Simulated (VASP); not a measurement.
A run of VASP 6.6.1:

INCAR

```
  PREC = Accurate
  ENCUT = 500
  EDIFF = 1E-6
  ISMEAR = 0
  SIGMA = 0.1
  LREAL = F
  LASPH = T
  NELM = 120
  ALGO = Normal
  ISIF = 2
  LWAVE = F
  LCHARG = F
  GGA = PE
  NBANDS = 28
  GGA_COMPAT = F
```

The input KPOINTS:

```
regular mesh
0
Gamma
  2 2 2
```

File POSCAR:

```
Ca3AsP
1.0
    5.2213050512      0.0000000000      0.0000000000
    0.0000000000      5.2213050512      0.0000000000
    0.0000000000      0.0000000000      5.2213050512
Ca P As
3 1 1
Direct
    0.0000000000      0.5000000000      0.5000000000
    0.5000000000      0.0000000000      0.5000000000
    0.5000000000      0.5000000000      0.0000000000
    0.5000000000      0.5000000000      0.5000000000
    0.0000000000      0.0000000000      0.0000000000
```

Potentials or basis: VASP PAW PBE potentials, release 64 (Ca_sv, P, As).

Run with:

```console
$ cat potpaw_PBE.64/Ca_sv/POTCAR potpaw_PBE.64/P/POTCAR potpaw_PBE.64/As/POTCAR > POTCAR
$ mpirun -np 1 vasp_std > vasp.out
```

Hardware: 1 thread of Intel(R) Xeon(R) Platinum 8375C CPU @ 2.90GHz (Ice Lake) (shared host).

Question: Estimate the wall time of this run.

Answer: Wall time 16 s on 1 thread of Intel(R) Xeon(R) Platinum 8375C CPU @ 2.90GHz (Ice Lake) (shared host), peak memory 0.24 GiB. Counts: scf iterations 14, k points 4.
